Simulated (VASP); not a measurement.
# AlCo (rocksalt type) (Fm-3m) in VASP: further runs

AlCo (rocksalt type) is run at these levels: PBE; tasks: single point.

All numbers are computed with VASP 6.6.1; they aren't measurements. Logs are shortened: lines on timing, memory, paths and dates and some standing lists are left out, and cuts for length are marked.

## 1. The cell of the first run

Symmetry: Fm-3m, No. 225, cubic system. The conventional cell has a = 4.792 Å, b = 4.792 Å, c = 4.792 Å, α = 90.00°, β = 90.00°, γ = 90.00°. Within 3.2 Å of Co (site symmetry m-3m) lie 6 Al at 2.40 Å. Within 3.2 Å of Al (site symmetry m-3m) lie 6 Co at 2.40 Å.

## 2. Single point, PBE

Input file INCAR:

```
  PREC = Accurate
  ENCUT = 520
  EDIFF = 1E-6
  ISMEAR = -1
  SIGMA = 0.1
  LREAL = False
  LASPH = True
  NELM = 60
  ALGO = Normal
  ISIF = 2
  LWAVE = False
  LCHARG = False
  GGA = PE
  NBANDS = 13
```

Input file KPOINTS:

```
Automatic mesh
0
Gamma
  14 14 14
```

Input file POSCAR:

```
AlCo
1.0
    0.0000000000      2.3959821988      2.3959821988
    2.3959821988      0.0000000000      2.3959821988
    2.3959821988      2.3959821988      0.0000000000
Co Al
1 1
Direct
    0.0000000000      0.0000000000      0.0000000000
    0.5000000000      0.5000000000      0.5000000000
```

Potentials or basis: VASP PAW PBE potentials, release 64 (Co, Al).

The run is started by

```
$ cat potpaw_PBE.64/Co/POTCAR potpaw_PBE.64/Al/POTCAR > POTCAR
$ mpirun -np 1 vasp_std > vasp.out
```

OUTCAR:

```text
PREC = Accurate
   ENCUT = 520
   EDIFF = 1E-6
   ISMEAR = -1
   LREAL = False
   LASPH = True
   NELM = 60
   ISIF = 2
   GGA = PE

 ion  position               nearest neighbor table
   1  0.000  0.000  0.000-   2 2.40   2 2.40   2 2.40   2 2.40   2 2.40   2 2.40
   2  0.500  0.500  0.500-   1 2.40   1 2.40   1 2.40   1 2.40   1 2.40   1 2.40

  LATTYP: Found a face centered cubic cell.
 ALAT       =     4.7919643976

  Lattice vectors:

 A1 = (   0.0000000000,   2.3959821988,   2.3959821988)
 A2 = (   2.3959821988,   0.0000000000,   2.3959821988)
 A3 = (   2.3959821988,   2.3959821988,   0.0000000000)

Analysis of symmetry for initial positions (statically):
=====================================================================
 Subroutine PRICEL returns:
 Original cell was already a primitive cell.

 Routine SETGRP: Setting up the symmetry group for a
 face centered cubic supercell.

 Subroutine GETGRP returns: Found 48 space group operations
 (whereof 48 operations were pure point group operations)
 out of a pool of 48 trial point group operations.

The static configuration has the point symmetry O_h .

Analysis of symmetry for dynamics (positions and initial velocities):
=====================================================================
 Subroutine PRICEL returns:
 Original cell was already a primitive cell.

 Routine SETGRP: Setting up the symmetry group for a
 face centered cubic supercell.

 Subroutine GETGRP returns: Found 48 space group operations
 (whereof 48 operations were pure point group operations)
 out of a pool of 48 trial point group operations.

The dynamic configuration has the point symmetry O_h .

 Subroutine INISYM returns: Found 48 space group operations
 (whereof 48 operations are pure point group operations),
 and found     1 'primitive' translations

----------------------------------------------------------------------------------------

                                     Primitive cell

  volume of cell :      27.5094

  direct lattice vectors                    reciprocal lattice vectors
     0.000000000  2.395982199  2.395982199    -0.208682686  0.208682686  0.208682686
     2.395982199  0.000000000  2.395982199     0.208682686 -0.208682686  0.208682686
     2.395982199  2.395982199  0.000000000     0.208682686  0.208682686 -0.208682686

  length of vectors
     3.388430521  3.388430521  3.388430521     0.361449014  0.361449014  0.361449014

  position of ions in fractional coordinates (direct lattice)
     0.000000000  0.000000000  0.000000000
     0.500000000  0.500000000  0.500000000

  ion indices of the primitive-cell ions
   primitive index   ion index
                 1           1
                 2           2

----------------------------------------------------------------------------------------

 KPOINTS: Automatic mesh

Automatic generation of k-mesh.
 Grid dimensions read from file:
 generate k-points for:   14   14   14

 Generating k-lattice:

  Cartesian coordinates                     Fractional coordinates (reciprocal lattice)
    -0.014905906  0.014905906  0.014905906     0.071428571  0.000000000  0.000000000
     0.014905906 -0.014905906  0.014905906     0.000000000  0.071428571  0.000000000
     0.014905906  0.014905906 -0.014905906     0.000000000  0.000000000  0.071428571

  Length of vectors
     0.025817787  0.025817787  0.025817787

  Shift w.r.t. Gamma in fractional coordinates (k-lattice)
     0.000000000  0.000000000  0.000000000

 Subroutine IBZKPT returns following result:
 ===========================================

 Found    104 irreducible k-points:

 Following reciprocal coordinates:
            Coordinates               Weight
  0.000000  0.000000  0.000000      1.000000
  0.071429  0.000000  0.000000      8.000000
  0.142857  0.000000  0.000000      8.000000
  0.214286  0.000000  0.000000      8.000000
  0.285714  0.000000  0.000000      8.000000
  0.357143  0.000000  0.000000      8.000000
[... 16 lines left out ...]
  0.214286  0.142857  0.000000     24.000000
  0.285714  0.142857  0.000000     24.000000
 [... further k-points ...]
   k-points           NKPTS =    104   k-points in BZ     NKDIM =    104   number of bands    NBANDS=     13
   number of dos      NEDOS =    301   number of ions     NIONS =      2
   total plane-waves  NPLWV =  21952
   dimension x,y,z NGX =    28 NGY =   28 NGZ =   28
   dimension x,y,z NGXF=    56 NGYF=   56 NGZF=   56
   ions per type =               1   1
   NGX,Y,Z   is equivalent  to a cutoff of  13.74, 13.74, 13.74 a.u.
   NGXF,Y,Z  is equivalent  to a cutoff of  27.48, 27.48, 27.48 a.u.
 SYSTEM =  unknown system
   PREC   = accura    normal or accurate (medium, high low for compatibility)
   ISTART =      0    job   : 0-new  1-cont  2-samecut
   ICHARG =      2    charge: 1-file 2-atom 10-const
   ISPIN  =      1    spin polarized calculation?
   LNONCOLLINEAR =      F non collinear calculations
   LSORBIT =      F    spin-orbit coupling
   LASPH  =      T    aspherical Exc in radial PAW
   ENCUT  =  520.0 eV  38.22 Ry    6.18 a.u.   6.30  6.30  6.30*2*pi/ulx,y,z
   NELM   =     60;   NELMIN=  2; NELMDL= -5     # of ELM steps
   EDIFF  = 0.1E-05   stopping-criterion for ELM
   LREAL  =      F    real-space projection
   EDIFFG = 0.1E-04   stopping-criterion for IOM
   NSW    =      0    number of steps for IOM
   IBRION =     -1    ionic relax: 0-MD 1-quasi-New 2-CG
   NFREE  =      0    steps in history (QN), initial steepest desc. (CG)
   ISIF   =      2    stress and relaxation
   ISYM   =      2    0-nonsym 1-usesym 2-fastsym
   POTIM  = 0.5000    time-step for ionic-motion
   TEBEG  =    0.0;   TEEND  =   0.0 temperature during run
   PSTRESS=    0.0 pullay stress
   NELECT =      12.0000    total number of electrons
   NUPDOWN=      -1.0000    fix difference up-down
   EMIN   =  10.00;   EMAX   =-10.00  energy-range for DOS
   EFERMI =   0.00;   METHOD = LEGACY
   ISMEAR =    -1;   SIGMA  =   0.10  broadening in eV -4-tet -1-fermi 0-gaus
   EFERMI_NEDOS =   21; number of points for ismear=-14 and -15
   IALGO  =     38    algorithm
   IMIX   =      4    mixing-type and parameters
     AMIX     =   0.40;   BMIX     =  1.00
     AMIX_MAG =   1.60;   BMIX_MAG =  1.00
  volume/ion in A,a.u.               =      13.75        92.82
  Fermi-wavevector in a.u.,A,eV,Ry     =   1.241581  2.346248 20.973693  1.541523
  Thomas-Fermi vector in A             =   2.375972
   LORBIT       =      0    0 simple, 1 ext, 2 COOP (PROOUT), +10 PAW based schemes
   GGA     = PE    functional components
   LHFCALC =     F    Hartree Fock is set to
   AEXX    =    0.0000 exact exchange contribution
   IVDW    =     0    specifies the selected vdW correction
   LEPSILON=     F    determine dielectric tensor
   LRPA    =     F    only Hartree local field effects (RPA)
 non-spin polarized calculation
  energy-cutoff  :      520.00
  volume of cell :       27.51
 maximum number of plane-waves:       757
 NGX is ok and might be reduce to    28
   NGX = 13   NGY = 13   NGZ = 13

 number of electron      12.0000004 magnetization

 Free energy of the ion-electron system (eV)
  ---------------------------------------------------
  ext. energy  EPLUGINS =         0.00000000
  ---------------------------------------------------
  free energy    TOTEN  =       -10.35875864 eV

  energy without entropy =      -10.29881368  energy(sigma->0) =      -10.32878616

 E-fermi :   8.2737     XC(G=0): -11.3680

 val. band max:        8.2659360157   @ k =  -0.3571   0.2857   0.1429
 cond. band min:       8.2764150338   @ k =  -0.2857   0.4286   0.2143
 fundamental gap:      0.0104790181
 Fermi energy:         8.2736992265

 k-point     1 :       0.0000    0.0000    0.0000
  band No.  band energies     occupation
      1      -1.4632      2.00000
      2       6.8655      2.00000
      3       6.8655      2.00000
      4       6.8655      2.00000
      5       7.0066      1.99999
      6       7.0066      1.99999
      7      15.5416      0.00000
      8      15.5416      0.00000
      9      15.5416      0.00000
     10      19.4410      0.00000
     11      19.4410      0.00000
     12      19.4410      0.00000
     13      20.0256      0.00000

 k-point     2 :       0.0714    0.0000    0.0000
  band No.  band energies     occupation
      1      -1.3609      2.00000
      2       6.8169      2.00000
      3       6.8809      2.00000
      4       6.8809      2.00000
      5       6.9941      1.99999
      6       6.9941      1.99999
      7      14.8469      0.00000
      8      15.5200      0.00000
      9      15.5200      0.00000
     10      18.8089      0.00000
     11      19.5927      0.00000
     12      19.5927      0.00000
     13      21.2352      0.00000

 k-point     3 :       0.1429    0.0000    0.0000
  band No.  band energies     occupation
      1      -1.0558      2.00000
      2       6.6679      2.00000
      3       6.8381      2.00000
      4       6.8381      2.00000
      5       7.0492      1.99999
      6       7.0492      1.99999
      7      13.3381      0.00000
      8      15.4712      0.00000
      9      15.4712      0.00000
     10      18.3932      0.00000
     11      19.8796      0.00000
     12      19.8796      0.00000
     13      21.5065      0.00000
[... 305 lines left out ...]
 k-point    23 :       0.2143    0.1429    0.0000
  band No.  band energies     occupation
      1      -0.5558      2.00000
      2       6.5196      2.00000
      3       6.5760      2.00000
      4       6.9419      2.00000
      5       7.0630      1.99999
      6       7.1904      1.99996
      7      12.9296      0.00000
      8      13.7064      0.00000
      9      15.5247      0.00000
     10      17.1831      0.00000
     11      17.3455      0.00000
     12      21.1747      0.00000
     13      21.3635      0.00000

 k-point    24 :       0.2857    0.1429    0.0000
  band No.  band energies     occupation
      1       0.0029      2.00000
      2       6.2370      2.00000
      3       6.4357      2.00000
      4       6.8356      2.00000
      5       7.2161      1.99995
      6       7.3753      1.99975
      7      11.3536      0.00000
      8      13.4203      0.00000
      9      15.7197      0.00000
     10      15.9953      0.00000
     11      17.9935      0.00000
     12      21.1298      0.00000
     13      21.1906      0.00000

 [... further k-points ...]

------------------------ aborting loop because EDIFF is reached ----------------------------------------

  FORCE on cell =-STRESS in cart. coord.  units (eV):
  Direction    XX          YY          ZZ          XY          YZ          ZX
  --------------------------------------------------------------------------------------
  -------------------------------------------------------------------------------------
  Total       -0.0107388     -0.0107388     -0.0107388      0.0000000     -0.0000000      0.0000000
  in kB       -0.6254398     -0.6254398     -0.6254398      0.0000000     -0.0000000      0.0000000
  external PRESSURE =      -0.6254398 kB  Pullay stress =       0.0000000 kB

 VOLUME and BASIS-vectors are now :
 -----------------------------------------------------------------------------
  energy-cutoff  :      520.00
  volume of cell :       27.51
      direct lattice vectors                 reciprocal lattice vectors
     0.000000000  2.395982199  2.395982199    -0.208682686  0.208682686  0.208682686
     2.395982199  0.000000000  2.395982199     0.208682686 -0.208682686  0.208682686
     2.395982199  2.395982199  0.000000000     0.208682686  0.208682686 -0.208682686

 POSITION                                       TOTAL-FORCE (eV/Angst)
 -----------------------------------------------------------------------------------
      0.00000      0.00000      0.00000         0.000000      0.000000      0.000000
      2.39598      2.39598      2.39598        -0.000000      0.000000     -0.000000
 -----------------------------------------------------------------------------------
    total drift:                               -0.000000     -0.000000      0.000000

  FREE ENERGIE OF THE ION-ELECTRON SYSTEM (eV)
  ---------------------------------------------------
  free  energy   TOTEN  =       -10.3587586389 eV

  energy  without entropy=      -10.2988136829  energy(sigma->0) =      -10.32878616
```

Wall time 48 s (1 thread of Intel Xeon 8259CL, shared host); peak memory 0.18 GiB.

What came out:

| Property | Result |
| --- | --- |
| Free energy | -10.3588 eV |
| Pressure | -0.1 GPa |
| Band gap on the k mesh | zero (bands 6 and 7 overlap by 0.19 eV) |

Levels at points of the mesh, in eV from the Fermi level:
```
           k point  band 4  band 5  band 6  band 7  band 8  band 9
(0.00, 0.00, 0.00)   -1.41   -1.27   -1.27    7.27    7.27    7.27
(0.50, 0.00, 0.00)   -1.91   -0.54   -0.54    0.16    7.21    7.21
(0.50, 0.50, 0.00)   -0.88   -0.34   -0.34    0.67    2.07    2.07
```

Caveat: the run has no spin polarisation, though such a crystal can be magnetic. Spin polarisation is off, so any magnetic state and its effect on volume and gap are missing.

## 3. Single point, PBE (13.75 Å³/atom)

Input file INCAR:

```
SYSTEM = AlCo
PREC     = Accurate       ! precision mode
ENCUT    = 520            ! plane-wave cutoff, eV
EDIFF    = 1E-6           ! SCF threshold, eV
ISMEAR   = -1             ! smearing method
SIGMA    = 0.1            ! smearing width, eV
LREAL    = .FALSE.        ! projectors in reciprocal space
LASPH    = .TRUE.         ! aspherical terms in the spheres
NELM     = 100            ! most SCF steps
ALGO     = Normal         ! electronic algorithm
ISIF     = 2              ! what is computed and relaxed
LWAVE    = .FALSE.        ! write WAVECAR
LCHARG   = .FALSE.        ! write CHGCAR
GGA      = PE             ! functional
NBANDS   = 13             ! bands
```

Input file KPOINTS:

```
Automatic mesh
0
G
  14 14 14
  0 0 0
```

POSCAR is that of step 2.

Potentials or basis: VASP PAW PBE potentials, release 64 (Co, Al).

The run is started by

```
$ cat potpaw_PBE.64/Co/POTCAR potpaw_PBE.64/Al/POTCAR > POTCAR
$ mpirun -np 1 vasp_std > vasp.out
```

It took 59 s on 1 thread of Intel Xeon 8259CL, shared host; peak memory 0.18 GiB.

The run converged. Its results:

```yaml
Free_energy: -10.3588 eV
Pressure: -0.1 GPa
Band_gap_on_the_k_mesh: zero (bands 6 and 7 overlap by 0.19 eV)
```

Levels at points of the mesh, in eV from the Fermi level:
```csv
k point,band 3,band 4,band 5,band 6,band 7,band 8,band 9,band 10
"(0.00, 0.00, 0.00)",-1.41,-1.41,-1.27,-1.27,7.27,7.27,7.27,11.17
"(0.50, 0.00, 0.00)",-1.91,-1.91,-0.54,-0.54,0.16,7.21,7.21,8.70
"(0.50, 0.50, 0.00)",-2.42,-0.88,-0.34,-0.34,0.67,2.07,2.07,6.62
```

Caveat: the run has no spin polarisation, though such a crystal can be magnetic. Spin polarisation is off, so any magnetic state and its effect on volume and gap are missing.

## 4. Single point, PBE

Input file INCAR:

```
SYSTEM = AlCo
  PREC = Accurate
  ENCUT = 520
  EDIFF = 1E-6
  ISMEAR = -1
  SIGMA = 0.1
  LREAL = .False.
  LASPH = .True.
  NELM = 60
  ALGO = Normal
  ISIF = 2
  LWAVE = .False.
  LCHARG = .False.
  GGA = PE
  NBANDS = 13
```

Input file KPOINTS:

```
Automatic mesh
0
Gamma
  14 14 14
  0 0 0
```

Input file POSCAR:

```
AlCo
1.0
    0.0000000000      2.3958659939      2.3958659939
    2.3958659939      0.0000000000      2.3958659939
    2.3958659939      2.3958659939      0.0000000000
Co Al
1 1
Direct
    0.0000000000      0.0000000000      0.0000000000
    0.5000000000      0.5000000000      0.5000000000
```

The run is started by

```
$ cat potpaw_PBE.64/Co/POTCAR potpaw_PBE.64/Al/POTCAR > POTCAR
$ mpirun -np 1 vasp_std > vasp.out
```

Wall time 53 s (1 thread of Intel Xeon 8259CL, shared host); peak memory 0.18 GiB.

The run converged. Its results:

```
Free energy            : -10.3588 eV
Pressure               : 0.0 GPa
Band gap on the k mesh : zero (bands 6 and 7 overlap by 0.19 eV)
```

Levels at points of the mesh, in eV from the Fermi level:
```
           k point  band 4  band 5  band 6  band 7  band 8  band 9
(0.00, 0.00, 0.00)   -1.41   -1.27   -1.27    7.27    7.27    7.27
(0.50, 0.00, 0.00)   -1.91   -0.54   -0.54    0.16    7.21    7.21
(0.50, 0.50, 0.00)   -0.88   -0.34   -0.34    0.67    2.07    2.07
```

Caveat: the run has no spin polarisation, though such a crystal can be magnetic. Spin polarisation is off, so any magnetic state and its effect on volume and gap are missing.
